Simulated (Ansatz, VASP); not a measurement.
LiH3: VASP beside Ansatz

```xyz
8
Lattice="-1.9344 1.9344 6.1122 1.9344 -1.9344 6.1122 1.9344 1.9344 -6.1122" Properties=species:S:1:pos:R:3 pbc="T T T"
Li    0.0000    0.0000    3.0561
Li    0.0000    0.0000    9.1683
H     0.0000    1.9344    0.3753
H     1.9344    0.0000    0.3753
H     1.9344    0.0000    5.7369
H     0.0000    1.9344    5.7369
H     0.0000    1.9344    3.0561
H     1.9344    0.0000    3.0561
```

Alike in both runs: functional PBE; k mesh 6 × 6 × 6; occupations gaussian, width 0.1 eV; no spin polarisation.

Ansatz relaxed the structure, and its values are those at the end. VASP's run is a single point on that final structure, the one shown.

|  | VASP | Ansatz |
| --- | --- | --- |
| version | VASP 6.6.1 | Ansatz 0.2.0 |
| potentials or method | VASP PAW PBE potentials, release 64 (Li_sv, H), cutoff 520 eV | scalar-relativistic, plane waves, PAW |
| valence electrons in the cell | 12 | 12 |

VASP gave:

* gap on the k mesh at the Fermi level (eV): 0.77
* least direct gap on the mesh (eV): 0.87

Task: What did Ansatz give for the same quantities?

Result: gap on the k mesh at the Fermi level (eV): 0.76; least direct gap on the mesh (eV): 0.87.

Noted on VASP's run: the cutoff is under 1.25 times that of the potentials, so the pressure is a little rough.
